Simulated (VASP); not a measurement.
Set up this calculation in VASP 6.6.1, as the native input.

| Item | Value |
| --- | --- |
| Task | relaxation of the atoms |
| Functional | PBE |
| Potentials or basis | VASP PAW PBE potentials, release 64 (V_sv) |
| Cutoff | 520 eV |
| k mesh | 10 × 10 × 1 |
| Occupations | gaussian, width 0.1 eV |
| Spin | no spin polarisation |
| Dipole correction | yes |
| Atoms held fixed (from 0) | [0, 1] |
| Further INCAR settings | ALGO = Normal; EDIFF = 1e-06; IBRION = 2; EDIFFG = -0.03; NSW = 70 |

The structure of V lies in POSCAR:

```
V
1.0
    2.9971751491      0.0000000000      0.0000000000
    0.0000000000      2.9971751491      0.0000000000
    0.0000000000      0.0000000000     18.4957627236
V
4
Selective dynamics
Direct
    0.5000000000      0.5000000000      0.3784650628  F F F
    0.0000000000      0.0000000000      0.4594883543  F F F
    0.5000000000      0.5000000000      0.5405116457  T T T
    0.0000000000      0.0000000000      0.6215349372  T T T
```

These files were run (other wordings do the same):

INCAR

```
  PREC = Accurate
  ENCUT = 520
  EDIFF = 1E-6
  ISMEAR = 0
  SIGMA = 0.1
  LREAL = F
  LASPH = T
  NELM = 100
  ALGO = Normal
  ISIF = 2
  LWAVE = F
  LCHARG = F
  LDIPOL = T
  IDIPOL = 3
  DIPOL = 0.5 0.5 0.500
  GGA = PE
  IBRION = 2
  NSW = 70
  EDIFFG = -0.03
```

KPOINTS

```
regular mesh
0
Gamma
  10 10 1
```

Potentials or basis: VASP PAW PBE potentials, release 64 (V_sv).

The run is started by

```bash
$ cat potpaw_PBE.64/V_sv/POTCAR > POTCAR
$ mpirun -np 1 vasp_std > vasp.out
```

Results of the run:

```yaml
Energy_gained_by_relaxing: 13.3 meV/atom
Ionic_steps: 9
Band_gap_on_the_k_mesh: zero (bands 26 and 27 overlap by 0.13 eV)
```

Run time: 23 min on 1 thread of Intel Xeon 8259CL (shared host), peak memory 0.31 GiB.
